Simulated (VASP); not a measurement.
# AgRh (P-6m2) in VASP: settings compared

Aim: see how the results for AgRh move with the level of theory and the settings. Levels: PBE, PBEsol. Tasks: relaxation of cell and atoms.

All numbers are computed with VASP 6.6.1; they aren't measurements. Logs are shortened: lines on timing, memory, paths and dates and some standing lists are left out, and cuts for length are marked.

**1. The cell of the first run**

Symmetry: P-6m2, No. 187, hexagonal system. The conventional cell has a = 2.778 Å, b = 2.778 Å, c = 4.809 Å, α = 90.00°, β = 90.00°, γ = 120.00°. Ag (site symmetry -6m2) has 6 Ag at 2.78 Å and 6 Rh at 2.89 Å within 3.7 Å. Rh (site symmetry -6m2) has 6 Rh at 2.78 Å and 6 Ag at 2.89 Å within 3.7 Å.

**2. Relaxation of cell and atoms, PBE**

INCAR reads:

```
SYSTEM = AgRh
PREC = Accurate
ENCUT = 600
EDIFF = 1E-7
ISMEAR = -1
SIGMA = 0.05
LREAL = .FALSE.
LASPH = .TRUE.
NELM = 80
ALGO = Fast
ISIF = 3
LWAVE = .FALSE.
LCHARG = .FALSE.
GGA = PE
IBRION = 2
NSW = 60
EDIFFG = -0.01
```

KPOINTS reads:

```
Automatic mesh
0
G
  11 11 6
  0 0 0
```

POSCAR reads:

```
AgRh
1.0
    2.7775881998      0.0000000000      0.0000000000
   -1.3887940999      2.4054619423      0.0000000000
    0.0000000000      0.0000000000      4.8086020000
Ag Rh
1 1
Direct
    0.0000000000      0.0000000000      0.5000000000
    0.6666666667      0.3333333333      0.0000000000
```

Potentials or basis: VASP PAW PBE potentials, release 64 (Ag, Rh_pv).

Launch:

```bash
> cat potpaw_PBE.64/Ag/POTCAR potpaw_PBE.64/Rh_pv/POTCAR > POTCAR
> mpirun -np 1 vasp_std > vasp.out
```

OUTCAR:

```text
SYSTEM = AgRh
   PREC = Accurate
   ENCUT = 600
   EDIFF = 1E-7
   ISMEAR = -1
   LREAL = .FALSE.
   LASPH = .TRUE.
   NELM = 80
   ISIF = 3
   GGA = PE
   IBRION = 2
   NSW = 60
   EDIFFG = -0.01

 ion  position               nearest neighbor table
   1  0.000  0.000  0.500-   2 2.89   2 2.89   2 2.89   2 2.89   2 2.89   2 2.89
   2  0.667  0.333  0.000-   1 2.89   1 2.89   1 2.89   1 2.89   1 2.89   1 2.89

  LATTYP: Found a hexagonal cell.
 ALAT       =     2.7775881998
 C/A-ratio  =     1.7312148721

  Lattice vectors:

 A1 = (   2.7775881998,   0.0000000000,   0.0000000000)
 A2 = (  -1.3887940999,   2.4054619423,   0.0000000000)
 A3 = (   0.0000000000,   0.0000000000,   4.8086020000)

Analysis of symmetry for initial positions (statically):
=====================================================================
 Subroutine PRICEL returns:
 Original cell was already a primitive cell.

 Routine SETGRP: Setting up the symmetry group for a
 hexagonal supercell.

 Subroutine GETGRP returns: Found 12 space group operations
 (whereof 12 operations were pure point group operations)
 out of a pool of 24 trial point group operations.

The static configuration has the point symmetry D_3h.

Analysis of symmetry for dynamics (positions and initial velocities):
=====================================================================
 Subroutine PRICEL returns:
 Original cell was already a primitive cell.

 Routine SETGRP: Setting up the symmetry group for a
 hexagonal supercell.

 Subroutine GETGRP returns: Found 12 space group operations
 (whereof 12 operations were pure point group operations)
 out of a pool of 24 trial point group operations.

The dynamic configuration has the point symmetry D_3h.

 Subroutine INISYM returns: Found 12 space group operations
 (whereof 12 operations are pure point group operations),
 and found     1 'primitive' translations

----------------------------------------------------------------------------------------

                                     Primitive cell

  volume of cell :      32.1281

  direct lattice vectors                    reciprocal lattice vectors
     2.777588200  0.000000000  0.000000000     0.360024571  0.207860283  0.000000000
    -1.388794100  2.405461942  0.000000000     0.000000000  0.415720566  0.000000000
     0.000000000  0.000000000  4.808602000     0.000000000  0.000000000  0.207960651
[... 88 lines left out ...]
   IBRION =      2    ionic relax: 0-MD 1-quasi-New 2-CG
   NFREE  =      1    steps in history (QN), initial steepest desc. (CG)
   ISIF   =      3    stress and relaxation
   ISYM   =      2    0-nonsym 1-usesym 2-fastsym
   POTIM  = 0.5000    time-step for ionic-motion
   TEBEG  =    0.0;   TEEND  =   0.0 temperature during run
   PSTRESS=    0.0 pullay stress
   NELECT =      26.0000    total number of electrons
   NUPDOWN=      -1.0000    fix difference up-down
   EMIN   =  10.00;   EMAX   =-10.00  energy-range for DOS
   EFERMI =   0.00;   METHOD = LEGACY
   ISMEAR =    -1;   SIGMA  =   0.05  broadening in eV -4-tet -1-fermi 0-gaus
   EFERMI_NEDOS =   21; number of points for ismear=-14 and -15
   IALGO  =     68    algorithm
   IMIX   =      4    mixing-type and parameters
     AMIX     =   0.40;   BMIX     =  1.00
     AMIX_MAG =   1.60;   BMIX_MAG =  1.00
  volume/ion in A,a.u.               =      16.06       108.41
  Fermi-wavevector in a.u.,A,eV,Ry     =   1.525589  2.882945 31.666497  2.327422
  Thomas-Fermi vector in A             =   2.633739
   LORBIT       =      0    0 simple, 1 ext, 2 COOP (PROOUT), +10 PAW based schemes
   GGA     = PE    functional components
   LHFCALC =     F    Hartree Fock is set to
   AEXX    =    0.0000 exact exchange contribution
   IVDW    =     0    specifies the selected vdW correction
   LEPSILON=     F    determine dielectric tensor
   LRPA    =     F    only Hartree local field effects (RPA)
 conjugate gradient relaxation of ions
 non-spin polarized calculation
 RMM-DIIS sequential band-by-band and
  energy-cutoff  :      600.00
  volume of cell :       32.13
 maximum number of plane-waves:      1099
 NGX is ok and might be reduce to    24
   NGX = 11   NGY = 11   NGZ = 19

--------------------------------------- Ionic step        1  -------------------------------------------

 number of electron      26.0000002 magnetization

 Free energy of the ion-electron system (eV)
  ---------------------------------------------------
  ext. energy  EPLUGINS =         0.00000000
  ---------------------------------------------------
  free energy    TOTEN  =        -9.45237899 eV

  energy without entropy =       -9.42658004  energy(sigma->0) =       -9.43947952

------------------------ aborting loop because EDIFF is reached ----------------------------------------

  FORCE on cell =-STRESS in cart. coord.  units (eV):
  Direction    XX          YY          ZZ          XY          YZ          ZX
  --------------------------------------------------------------------------------------
  -------------------------------------------------------------------------------------
  Total       -0.4451770     -0.4451770     -0.6025909     -0.0000000     -0.0000000     -0.0000000
  in kB      -22.2002624    -22.2002624    -30.0502420     -0.0000000     -0.0000000     -0.0000000
  external PRESSURE =     -24.8169223 kB  Pullay stress =       0.0000000 kB
[... 95 lines left out ...]
--------------------------------------- Ionic step        4  -------------------------------------------

 number of electron      26.0000001 magnetization

 Free energy of the ion-electron system (eV)
  ---------------------------------------------------
  ext. energy  EPLUGINS =         0.00000000
  ---------------------------------------------------
  free energy    TOTEN  =        -9.45705360 eV

  energy without entropy =       -9.43170221  energy(sigma->0) =       -9.44437791

 E-fermi :   9.0632     XC(G=0): -12.8970

 val. band max:        9.0342314127   @ k =   0.1818   0.0909   0.0000
 cond. band min:       9.0764743027   @ k =   0.2727   0.0000   0.0000
 fundamental gap:      0.0422428899
 Fermi energy:         9.0632088331

 k-point     1 :       0.0000    0.0000    0.0000
  band No.  band energies     occupation
      1     -36.6004      2.00000
      2     -36.5930      2.00000
      3     -36.5930      2.00000
      4       1.8112      2.00000
      5       3.2652      2.00000
      6       4.7646      2.00000
[... 457 lines left out ...]
      4       3.4428      2.00000
      5       4.0119      2.00000
      6       4.4244      2.00000
[... 9 lines left out ...]
     16      16.8259      0.00000
     17      22.1867      0.00000

 [... further k-points ...]
[... 5 lines left out ...]
  --------------------------------------------------------------------------------------
  -------------------------------------------------------------------------------------
  Total        0.0149841      0.0149841     -0.0180458     -0.0000000      0.0000000      0.0000000
  in kB        0.7601267      0.7601267     -0.9154413     -0.0000000      0.0000000      0.0000000
  external PRESSURE =       0.2016041 kB  Pullay stress =       0.0000000 kB
[... 17 lines left out ...]
  FREE ENERGIE OF THE ION-ELECTRON SYSTEM (eV)
  ---------------------------------------------------
  free  energy   TOTEN  =        -9.4570535977 eV

  energy  without entropy=       -9.4317022141  energy(sigma->0) =       -9.44437791

 reached required accuracy - stopping structural energy minimisation
```

CONTCAR:

```text
AgRh
   1.00000000000000
     2.7671325245134928   -0.0000000000000000   -0.0000000000000000
    -1.3835662622567464    2.3964070618879223    0.0000000000000000
     0.0000000000000000   -0.0000000000000000    4.7628282365658885
  Ag              Rh
     1     1
Direct
     0.0000000000000000    1.0000000000000000    0.5000000000000000
     0.6666666667000030    0.3333333332999970    0.0000000000000000

  0.00000000E+00  0.00000000E+00  0.00000000E+00
  0.00000000E+00  0.00000000E+00  0.00000000E+00
```

Wall time 6.5 min (1 thread of AMD EPYC, shared host); peak memory 0.17 GiB.

What came out:

| Quantity | Value |
| --- | --- |
| Free energy | -9.4571 eV |
| Relaxed volume | 15.79 Å³/atom |
| Relaxed cell | a = 2.767 Å, b = 2.767 Å, c = 4.763 Å, α = 90.00°, β = 90.00°, γ = 120.00° |
| Space group after relaxing (to 0.1 Å) | P-6m2 (No. 187) |
| Energy gained by relaxing | 2.3 meV/atom |
| Ionic steps | 4 |
| Pressure after relaxing | 0.0 GPa |
| Band gap on the k mesh | zero (bands 13 and 14 overlap by 1.34 eV) |

Stress tensor (GPa, compression positive):
```
 0.08  0.00  0.00
 0.00  0.08  0.00
 0.00  0.00 -0.09
```

The path:
```tsv
step	energy change (eV)	largest force (eV/Å)	pressure (GPa)	volume (Å³)
1	0.0000	0.0000	-2.48	32.13
2	0.0014	0.0000	3.25	30.98
3	-0.0044	0.0000	0.05	31.59
4	-0.0047	0.0000	0.02	31.58
```

Final structure:
```cif
data_structure
_symmetry_space_group_name_H-M 'P 1'
_symmetry_Int_Tables_number 1
_cell_length_a 2.7671
_cell_length_b 2.7671
_cell_length_c 4.7628
_cell_angle_alpha 90.000
_cell_angle_beta 90.000
_cell_angle_gamma 120.000
_cell_volume 31.58
loop_
_atom_site_label
_atom_site_type_symbol
_atom_site_fract_x
_atom_site_fract_y
_atom_site_fract_z
_atom_site_occupancy
Ag1 Ag 0.00000 0.00000 0.50000 1
Rh1 Rh 0.66667 0.33333 0.00000 1
```

**3. Relaxation of cell and atoms, PBEsol**

INCAR reads:

```
SYSTEM = AgRh
  PREC = Accurate
  ENCUT = 600
  EDIFF = 1E-6
  ISMEAR = -1
  SIGMA = 0.05
  LREAL = .FALSE.
  LASPH = .TRUE.
  NELM = 100
  ALGO = Fast
  ISIF = 3
  LWAVE = .FALSE.
  LCHARG = .FALSE.
  GGA = PS
  IBRION = 2
  NSW = 60
  EDIFFG = -0.01
```

KPOINTS is that of step 2.

POSCAR is that of step 2.

Potentials or basis: VASP PAW PBE potentials, release 64 (Ag, Rh_pv).

Launch:

```bash
> cat potpaw_PBE.64/Ag/POTCAR potpaw_PBE.64/Rh_pv/POTCAR > POTCAR
> mpirun -np 1 vasp_std > vasp.out
```

Wall time 7.8 min (1 thread of AMD EPYC, shared host); peak memory 0.17 GiB.

It converged, with:

```yaml
Free_energy: -10.9098 eV
Relaxed_volume: 15.00 Å³/atom
Relaxed_cell: a = 2.724 Å, b = 2.724 Å, c = 4.669 Å, α = 90.00°, β = 90.00°, γ = 120.00°
Space_group_after_relaxing_to_0.1_Å: P-6m2 (No. 187)
Energy_gained_by_relaxing: 38.8 meV/atom
Ionic_steps: 6
Pressure_after_relaxing: 0.0 GPa
Band_gap_on_the_k_mesh: zero (bands 13 and 14 overlap by 1.46 eV)
```

The path:
```tsv
step	energy change (eV)	largest force (eV/Å)	pressure (GPa)	volume (Å³)
1	0.0000	0.0000	-10.82	32.13
2	0.0983	0.0000	23.07	27.34
3	-0.0763	0.0000	-0.34	30.07
4	-0.0764	0.0000	0.02	30.03
5	-0.0776	0.0000	0.01	30.00
6	-0.0776	0.0000	-0.02	29.99
```

Final structure:
```
Ag Rh
1.0
     2.72357    0.00000    0.00000
    -1.36178    2.35868    0.00000
     0.00000    0.00000    4.66885
Ag Rh
1 1
Direct
  0.00000 0.00000 0.50000
  0.66667 0.33333 0.00000
```

Levels at points of the mesh, in eV from the Fermi level:
| k point | band 9 | band 10 | band 11 | band 12 | band 13 | band 14 | band 15 | band 16 | band 17 |
| --- | --- | --- | --- | --- | --- | --- | --- | --- | --- |
| (0.00, 0.00, 0.00) | -3.20 | -3.20 | -1.98 | -1.98 | 0.04 | 0.13 | 0.13 | 5.95 | 16.68 |
| (0.00, 0.00, 0.50) | -3.32 | -3.32 | -2.74 | -1.71 | -1.71 | 0.09 | 0.09 | 12.25 | 13.33 |

Caveat: the PAW data sets were made with another functional, which shifts forces and pressure a little.
